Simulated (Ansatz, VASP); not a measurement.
**One calculation of MgO, two programs**

```
Mg O
1.0
     0.00000    2.14857    2.14857
     2.14857    0.00000    2.14857
     2.14857    2.14857    0.00000
Mg O
1 1
Direct
  0.00000 0.00000 0.00000
  0.50000 0.50000 0.50000
```

Alike in both runs: task single point; functional PBE; k mesh 10 × 10 × 10; occupations gaussian, width 0.02 eV; no spin polarisation.

```csv
,VASP,Ansatz
version,VASP 6.6.1,Ansatz 0.2.0
potentials or method,"VASP PAW PBE potentials, release 64 (Mg, O)","scalar-relativistic, plane waves, norm-conserving pseudopotentials"
plane-wave cutoff (eV),600,1240
valence electrons in the cell,8,16
```

|  | VASP | Ansatz | Ansatz less VASP |
| --- | --- | --- | --- |
| gap on the k mesh at the Fermi level (eV) | 4.16 | 4.19 | +0.020 |
| least direct gap on the mesh (eV) | 4.16 | 4.19 | +0.020 |
| pressure (GPa) | -5.3 | -4.1 | +1.13 |

VASP's potentials hold 8 valence electrons a cell and Ansatz's 16, so a difference there can come from the potentials and not from the codes.
